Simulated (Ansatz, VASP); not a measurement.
**Two plane-wave programs on WC**

```xyz
2
Lattice="0.0000 2.1927 2.1927 2.1927 0.0000 2.1927 2.1927 2.1927 0.0000" Properties=species:S:1:pos:R:3 pbc="T T T"
W     0.0000    0.0000    0.0000
C     2.1927    2.1927    2.1927
```

Alike in both runs: task single point; functional LDA; k mesh 9 × 9 × 9; no spin polarisation.

```csv
,VASP,Ansatz
version,VASP 6.6.1,Ansatz 0.2.0
potentials or method,"VASP PAW LDA potentials, release 64 (W_sv, C)","plane waves, PAW"
plane-wave cutoff (eV),520,420
occupations,"methfessel-paxton of order 1, width 0.1 eV",methfessel-paxton of order 1
valence electrons in the cell,18,18
```

Ansatz gave:

```
pressure (GPa) : -15.6
```

Question: What did VASP give for the same quantities?

Answer: Pressure (GPa): -13.5.

LDA's correlation is that of Perdew and Zunger in VASP and of Perdew and Wang (1992) in Ansatz.

Spin-orbit coupling is off throughout.
